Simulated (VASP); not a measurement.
# NaI (I4/mmm) in VASP: further runs, part 2 of 3

VASP 6.6.1.

## 3. Single point, r2SCAN (strain +0.030 along x and y, -0.030 along z)

File POSCAR:

```
NaI
1.0
    0.0000000000      3.3334920000      3.1393080000
    3.3334920000      0.0000000000      3.1393080000
    3.3334920000      3.3334920000      0.0000000000
Na I
1 1
Direct
    0.0000000000      0.0000000000      0.0000000000
    0.5000000000      0.5000000000      0.5000000000
```

File INCAR.step1:

```
SYSTEM = NaI
PREC = Accurate
ENCUT = 520
ISMEAR = 0
SIGMA = 0.05
LREAL = .FALSE.
LASPH = .TRUE.
NELM = 60
NBANDS = 14
GGA = PE
ALGO = Normal
EDIFF = 1E-4
LWAVE = .TRUE.
LCHARG = .FALSE.
```

File INCAR.step2:

```
SYSTEM = NaI
PREC = Accurate
ENCUT = 520
EDIFF = 1E-7
ISMEAR = 0
SIGMA = 0.05
LREAL = .FALSE.
LASPH = .TRUE.
NELM = 60
ALGO = Normal
ISIF = 2
LWAVE = .FALSE.
LCHARG = .FALSE.
METAGGA = R2SCAN
LMIXTAU = .TRUE.
NBANDS = 14
ISTART = 1
```

File KPOINTS:

```
Automatic mesh
0
G
  6 6 6
  0 0 0
```

Potentials or basis: VASP PAW PBE potentials, release 64 (Na_pv, I).

The run is started by

```
$ cat potpaw_PBE.64/Na_pv/POTCAR potpaw_PBE.64/I/POTCAR > POTCAR
$ cp INCAR.step1 INCAR
$ mpirun -np 1 vasp_std > vasp.out
$ cp INCAR.step2 INCAR
$ mpirun -np 1 vasp_std > vasp.out
```

Wall time 84 s (1 thread of AMD EPYC 9R45 (Zen 5), shared host); peak memory 0.19 GiB.

Results (log left out):

* Free energy: -31.0673 eV
* Pressure: -0.5 GPa
* Band gap on the k mesh: 4.33 eV

Stress tensor (GPa, compression positive):
```
-1.04  0.00  0.00
 0.00 -1.04  0.00
 0.00  0.00  0.49
```

Levels at points of the mesh, in eV from the valence-band top:
| k point | band 5 | band 6 | band 7 | band 8 | band 9 | band 10 |
| --- | --- | --- | --- | --- | --- | --- |
| (0.00, 0.00, 0.00) | -0.09 | 0.00 | 0.00 | 4.33 | 8.34 | 8.34 |
| (0.50, 0.00, 0.00) | -2.11 | -0.35 | -0.26 | 5.64 | 7.79 | 8.30 |
| (0.50, 0.50, 0.00) | -1.85 | -0.84 | -0.84 | 5.15 | 5.94 | 10.79 |
| (0.50, 0.00, 0.50) | -1.87 | -0.82 | -0.59 | 5.23 | 6.11 | 10.35 |

Caveat: the cell differs from its parent crystal (strain +0.030 along x and y, -0.030 along z); the PAW data sets were made with another functional, which shifts forces and pressure a little; spin-orbit coupling is left out, which moves the levels of the heavy elements.

## 4. Single point, r2SCAN (strain +0.030 along x and y, -0.015 along z)

File POSCAR:

```
NaI
1.0
    0.0000000000      3.3334920000      3.1878540000
    3.3334920000      0.0000000000      3.1878540000
    3.3334920000      3.3334920000      0.0000000000
Na I
1 1
Direct
    0.0000000000      0.0000000000      0.0000000000
    0.5000000000      0.5000000000      0.5000000000
```

File INCAR.step1:

```
ALGO = Normal ; EDIFF = 1E-4
ENCUT = 520 ; GGA = PE
ISMEAR = 0 ; LASPH = True
LCHARG = False ; LREAL = False
LWAVE = True ; NBANDS = 14
NELM = 60 ; PREC = Accurate
SIGMA = 0.05
```

File INCAR.step2:

```
ALGO = Normal ; EDIFF = 1E-6
ENCUT = 520 ; ISIF = 2
ISMEAR = 0 ; ISTART = 1
LASPH = True ; LCHARG = False
LMIXTAU = True ; LREAL = False
LWAVE = False ; METAGGA = R2SCAN
NBANDS = 14 ; NELM = 60
PREC = Accurate ; SIGMA = 0.05
```

File KPOINTS:

```
k-points
0
Gamma
  6 6 6
```

Potentials or basis: VASP PAW PBE potentials, release 64 (Na_pv, I).

The run is started by

```
$ cat potpaw_PBE.64/Na_pv/POTCAR potpaw_PBE.64/I/POTCAR > POTCAR
$ cp INCAR.step1 INCAR
$ mpirun -np 1 vasp_std > vasp.out
$ cp INCAR.step2 INCAR
$ mpirun -np 1 vasp_std > vasp.out
```

OUTCAR:

```text
EDIFF = 1E-6
   ENCUT = 520
   ISIF = 2
   ISMEAR = 0
   ISTART = 1
   LASPH = True
   LREAL = False
   METAGGA = R2SCAN
   NELM = 60
   PREC = Accurate

 ion  position               nearest neighbor table
   1  0.000  0.000  0.000-
   2  0.500  0.500  0.500-

  LATTYP: Found a body centered tetragonal cell.
 ALAT       =     4.7142695965
 C/A-ratio  =     1.3524275329

  Lattice vectors:

 A1 = (   0.0000000000,  -3.3334920000,  -3.1878540000)
 A2 = (   0.0000000000,   3.3334920000,  -3.1878540000)
 A3 = (   3.3334920000,   0.0000000000,   3.1878540000)

Analysis of symmetry for initial positions (statically):
=====================================================================
 Subroutine PRICEL returns:
 Original cell was already a primitive cell.

 Routine SETGRP: Setting up the symmetry group for a
 body centered tetragonal supercell.

 Subroutine GETGRP returns: Found 16 space group operations
 (whereof 16 operations were pure point group operations)
 out of a pool of 16 trial point group operations.

The static configuration has the point symmetry D_4h.

Analysis of symmetry for dynamics (positions and initial velocities):
=====================================================================
 Subroutine PRICEL returns:
 Original cell was already a primitive cell.

 Routine SETGRP: Setting up the symmetry group for a
 body centered tetragonal supercell.

 Subroutine GETGRP returns: Found 16 space group operations
 (whereof 16 operations were pure point group operations)
 out of a pool of 16 trial point group operations.

The dynamic configuration has the point symmetry D_4h.

 Subroutine INISYM returns: Found 16 space group operations
 (whereof 16 operations are pure point group operations),
 and found     1 'primitive' translations

----------------------------------------------------------------------------------------

                                     Primitive cell

  volume of cell :      70.8479

  direct lattice vectors                    reciprocal lattice vectors
     0.000000000  3.333492000  3.187854000    -0.149992860  0.149992860  0.156845326
     3.333492000  0.000000000  3.187854000     0.149992860 -0.149992860  0.156845326
     3.333492000  3.333492000  0.000000000     0.149992860  0.149992860 -0.156845326

  length of vectors
     4.612437755  4.612437755  4.714269596     0.263810865  0.263810865  0.263810865

  position of ions in fractional coordinates (direct lattice)
     0.000000000  0.000000000  0.000000000
     0.500000000  0.500000000  0.500000000

  ion indices of the primitive-cell ions
   primitive index   ion index
                 1           1
                 2           2

----------------------------------------------------------------------------------------

 KPOINTS: k-points

Automatic generation of k-mesh.
 Grid dimensions read from file:
 generate k-points for:    6    6    6

 Generating k-lattice:

  Cartesian coordinates                     Fractional coordinates (reciprocal lattice)
[... 22 lines left out ...]
  0.333333  0.166667  0.000000      8.000000
[... 16 lines left out ...]
  0.333333  0.000000  0.333333      4.000000
  0.500000 -0.000000  0.333333     16.000000
 [... further k-points ...]
   k-points           NKPTS =     30   k-points in BZ     NKDIM =     30   number of bands    NBANDS=     14
   number of dos      NEDOS =    301   number of ions     NIONS =      2
   total plane-waves  NPLWV =  46656
   dimension x,y,z NGX =    36 NGY =   36 NGZ =   36
   dimension x,y,z NGXF=    72 NGYF=   72 NGZF=   72
   ions per type =               1   1
   NGX,Y,Z   is equivalent  to a cutoff of  12.98, 12.98, 12.70 a.u.
   NGXF,Y,Z  is equivalent  to a cutoff of  25.95, 25.95, 25.39 a.u.
 SYSTEM =  unknown system
   PREC   = accura    normal or accurate (medium, high low for compatibility)
   ISTART =      1    job   : 0-new  1-cont  2-samecut
   ICHARG =      0    charge: 1-file 2-atom 10-const
   ISPIN  =      1    spin polarized calculation?
   LNONCOLLINEAR =      F non collinear calculations
   LSORBIT =      F    spin-orbit coupling
   LASPH  =      T    aspherical Exc in radial PAW
   ENCUT  =  520.0 eV  38.22 Ry    6.18 a.u.   8.58  8.58  8.77*2*pi/ulx,y,z
   NELM   =     60;   NELMIN=  2; NELMDL=  0     # of ELM steps
   EDIFF  = 0.1E-05   stopping-criterion for ELM
   LREAL  =      F    real-space projection
   EDIFFG = 0.1E-04   stopping-criterion for IOM
   NSW    =      0    number of steps for IOM
   IBRION =     -1    ionic relax: 0-MD 1-quasi-New 2-CG
   NFREE  =      0    steps in history (QN), initial steepest desc. (CG)
   ISIF   =      2    stress and relaxation
   ISYM   =      2    0-nonsym 1-usesym 2-fastsym
   POTIM  = 0.5000    time-step for ionic-motion
   TEBEG  =    0.0;   TEEND  =   0.0 temperature during run
   PSTRESS=    0.0 pullay stress
   NELECT =      14.0000    total number of electrons
   NUPDOWN=      -1.0000    fix difference up-down
   EMIN   =  10.00;   EMAX   =-10.00  energy-range for DOS
   EFERMI =   0.00;   METHOD = LEGACY
   ISMEAR =     0;   SIGMA  =   0.05  broadening in eV -4-tet -1-fermi 0-gaus
   EFERMI_NEDOS =   21; number of points for ismear=-14 and -15
   IALGO  =     38    algorithm
   IMIX   =      4    mixing-type and parameters
     AMIX     =   0.40;   BMIX     =  1.00
     AMIX_MAG =   1.60;   BMIX_MAG =  1.00
  volume/ion in A,a.u.               =      35.42       239.05
  Fermi-wavevector in a.u.,A,eV,Ry     =   0.953546  1.801941 12.371103  0.909250
  Thomas-Fermi vector in A             =   2.082211
   LORBIT       =      0    0 simple, 1 ext, 2 COOP (PROOUT), +10 PAW based schemes
   METAGGA = R2SCAN    functional components
   LHFCALC =     F    Hartree Fock is set to
   AEXX    =    0.0000 exact exchange contribution
   IVDW    =     0    specifies the selected vdW correction
   LEPSILON=     F    determine dielectric tensor
   LRPA    =     F    only Hartree local field effects (RPA)
 non-spin polarized calculation
 Gauss-broadening in eV      SIGMA  =   0.05
  energy-cutoff  :      520.00
  volume of cell :       70.85
 maximum number of plane-waves:      1923
 NGX is ok and might be reduce to    36
   NGX = 17   NGY = 17   NGZ = 17

 number of electron      13.9999997 magnetization

 Free energy of the ion-electron system (eV)
  ---------------------------------------------------
  ext. energy  EPLUGINS =         0.00000000
  ---------------------------------------------------
  free energy    TOTEN  =       -31.06865426 eV

  energy without entropy =      -31.06865426  energy(sigma->0) =      -31.06865426

 E-fermi :   0.4917     XC(G=0):  -7.8791

 val. band max:        0.2005663843   @ k =   0.0000   0.0000   0.0000
 cond. band min:       4.4929456772   @ k =   0.0000   0.0000   0.0000
 fundamental gap:      4.2923792929
 Fermi energy:         0.4917031497

 k-point     1 :       0.0000    0.0000    0.0000
  band No.  band energies     occupation
      1     -23.1186      2.00000
      2     -23.1185      2.00000
      3     -23.1138      2.00000
      4     -11.0549      2.00000
      5       0.1389      2.00000
      6       0.2006      2.00000
      7       0.2006      2.00000
      8       4.4929      0.00000
      9       8.5696      0.00000
     10       8.5696      0.00000
     11       8.8498      0.00000
     12      10.2024      0.00000
     13      10.6607      0.00000
     14      11.2547      0.00000
[... 377 lines left out ...]
      1     -23.1212      2.00000
      2     -23.1196      2.00000
      3     -23.1152      2.00000
      4     -10.7172      2.00000
      5      -1.4754      2.00000
      6      -0.7236      2.00000
      7      -0.3775      2.00000
      8       5.9180      0.00000
      9       6.9381      0.00000
     10       9.2292      0.00000
     11      10.3410      0.00000
     12      11.6918      0.00000
     13      13.1000      0.00000
     14      14.0089      0.00000

 [... further k-points ...]

------------------------ aborting loop because EDIFF is reached ----------------------------------------

  FORCE on cell =-STRESS in cart. coord.  units (eV):
  Direction    XX          YY          ZZ          XY          YZ          ZX
  --------------------------------------------------------------------------------------
  -------------------------------------------------------------------------------------
  Total       -0.4867666     -0.4867666     -0.0196344      0.0000000      0.0000000      0.0000000
  in kB      -11.0078896    -11.0078896     -0.4440182      0.0000000      0.0000000      0.0000000
  external PRESSURE =      -7.4865991 kB  Pullay stress =       0.0000000 kB

 VOLUME and BASIS-vectors are now :
 -----------------------------------------------------------------------------
  energy-cutoff  :      520.00
  volume of cell :       70.85
      direct lattice vectors                 reciprocal lattice vectors
     0.000000000  3.333492000  3.187854000    -0.149992860  0.149992860  0.156845326
     3.333492000  0.000000000  3.187854000     0.149992860 -0.149992860  0.156845326
     3.333492000  3.333492000  0.000000000     0.149992860  0.149992860 -0.156845326

 POSITION                                       TOTAL-FORCE (eV/Angst)
 -----------------------------------------------------------------------------------
      0.00000      0.00000      0.00000         0.000000      0.000000      0.000000
      3.33349      3.33349      3.18785        -0.000000     -0.000000      0.000000
 -----------------------------------------------------------------------------------
    total drift:                                0.000000      0.000000      0.000000

  FREE ENERGIE OF THE ION-ELECTRON SYSTEM (eV)
  ---------------------------------------------------
  free  energy   TOTEN  =       -31.0686542645 eV

  energy  without entropy=      -31.0686542645  energy(sigma->0) =      -31.06865426
```

OSZICAR.step1:

```text
N       E                     dE             d eps       ncg     rms          rms(c)
DAV:   1     0.816101971124E+02    0.81610E+02   -0.65058E+03   848   0.883E+02
DAV:   2     0.105371831370E+01   -0.80556E+02   -0.75182E+02   894   0.219E+02
DAV:   3    -0.529778450610E+01   -0.63515E+01   -0.63098E+01  1068   0.605E+01
DAV:   4    -0.545150353819E+01   -0.15372E+00   -0.15368E+00  1072   0.964E+00
DAV:   5    -0.545542860952E+01   -0.39251E-02   -0.39250E-02  1124   0.153E+00    0.159E+00
DAV:   6    -0.538787343243E+01    0.67555E-01   -0.79115E-02  1032   0.160E+00    0.107E+00
DAV:   7    -0.537817234902E+01    0.97011E-02   -0.69908E-02  1080   0.133E+00    0.616E-01
DAV:   8    -0.538051678792E+01   -0.23444E-02   -0.58955E-03   942   0.595E-01    0.178E-01
DAV:   9    -0.538047345053E+01    0.43337E-04   -0.20588E-04  1104   0.122E-01
   1 F= -.53804735E+01 E0= -.53804735E+01  d E =-.266057E-16
```

Wall time 66 s (1 thread of AMD EPYC 9R45 (Zen 5), shared host); peak memory 0.19 GiB.

What came out:

```yaml
Free_energy: -31.0687 eV
Pressure: -0.7 GPa
Band_gap_on_the_k_mesh: 4.29 eV
```

Caveat: the cell differs from its parent crystal (strain +0.030 along x and y, -0.015 along z); the PAW data sets were made with another functional, which shifts forces and pressure a little; spin-orbit coupling is left out, which moves the levels of the heavy elements.

(Continued in part 3 of 3.)
